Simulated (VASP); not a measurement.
## InSb: single point with PBE

InSb:

```
In Sb
1.0
     0.00000    3.45012    3.05203
     3.45012    0.00000    3.05203
     3.45012    3.45012    0.00000
In Sb
1 1
Direct
  0.00000 0.00000 0.00000
  0.75000 0.75000 0.75000
```

This cell differs from its parent crystal: strain +0.040 along x and y, -0.080 along z.

```yaml
Program: VASP 6.6.1
Task: single point
Functional: PBE
Potentials_or_basis: VASP PAW PBE potentials, release 64 (In_d, Sb)
Cutoff: 520 eV
k_mesh: 16 × 16 × 16
Occupations: gaussian, width 0.15 eV
Spin: no spin polarisation
```

```yaml
Pressure: 0.0 GPa
Band_gap_on_the_k_mesh: 0.15 eV (least direct gap 0.32 eV)
```

Stress tensor (GPa, compression positive):
```
-0.84  0.00  0.00
 0.00 -0.84  0.00
 0.00  0.00  1.68
```

Levels at points of the mesh, in eV from the valence-band top:
| k point | band 5 | band 6 | band 7 | band 8 | band 9 | band 10 | band 11 | band 12 | band 13 | band 14 |
| --- | --- | --- | --- | --- | --- | --- | --- | --- | --- | --- |
| (0.00, 0.00, 0.00) | -14.56 | -10.45 | -0.80 | -0.33 | -0.33 | 0.15 | 2.70 | 2.97 | 2.97 | 5.53 |
| (0.50, 0.00, 0.00) | -14.56 | -9.25 | -5.46 | -1.39 | -0.74 | 0.15 | 3.38 | 4.03 | 6.08 | 7.48 |
| (0.50, 0.50, 0.00) | -14.55 | -8.54 | -5.45 | -2.56 | -2.56 | 0.66 | 0.99 | 7.64 | 7.64 | 8.52 |
| (0.50, 0.00, 0.50) | -14.56 | -8.82 | -5.94 | -2.00 | -1.93 | 1.49 | 1.49 | 6.97 | 7.28 | 7.73 |

It took 2.5 min on 1 thread of Intel(R) Xeon(R) Platinum 8559C (Emerald Rapids), on a shared host, peak memory 0.53 GiB.

Caveat: the cell differs from its parent crystal (strain +0.040 along x and y, -0.080 along z); semilocal functionals underestimate gaps, and a narrow one can read as zero; spin-orbit coupling is left out, which moves the levels of the heavy elements. A k mesh can miss the band edges.
